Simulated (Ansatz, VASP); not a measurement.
**Pd4Pt: VASP beside Ansatz**

```
Pd Pt
1.0
     4.30603    0.00000    0.00000
    -2.15301    3.72913    0.00000
     0.00000    0.00000    5.40706
Pd Pt
4 1
Direct
  0.33333 0.66667 0.15444
  0.66667 0.33333 0.84556
  0.33333 0.66667 0.64442
  0.66667 0.33333 0.35558
  0.00000 0.00000 0.00000
```

Alike in both runs: functional PBE; k mesh 4 × 4 × 3; occupations gaussian, width 0.2 eV; no spin polarisation.

Ansatz relaxed the structure, and its values are those at the end. VASP's run is a single point on that final structure, the one shown.

|  | VASP | Ansatz |
| --- | --- | --- |
| version | VASP 6.6.1 | Ansatz 0.2.0 |
| potentials or method | VASP PAW PBE potentials, release 64 (Pd, Pt), cutoff 520 eV | scalar-relativistic, plane waves, PAW |
| valence electrons in the cell | 50 | 90 |

|  | VASP | Ansatz | Ansatz less VASP |
| --- | --- | --- | --- |
| gap on the k mesh at the Fermi level (eV) | none | none | - |
| pressure (GPa) | -0.4 | -0.1 | +0.33 |

A gap of «none» marks a metal or a gap that the smearing closes. With one functional, cell and mesh, what is left measures potentials, basis and numerics. VASP's potentials hold 50 valence electrons a cell and Ansatz's 90, so a difference there can come from the potentials and not from the codes.

The k mesh is coarse, so the values compare programs but aren't converged. Spin-orbit coupling is off throughout.
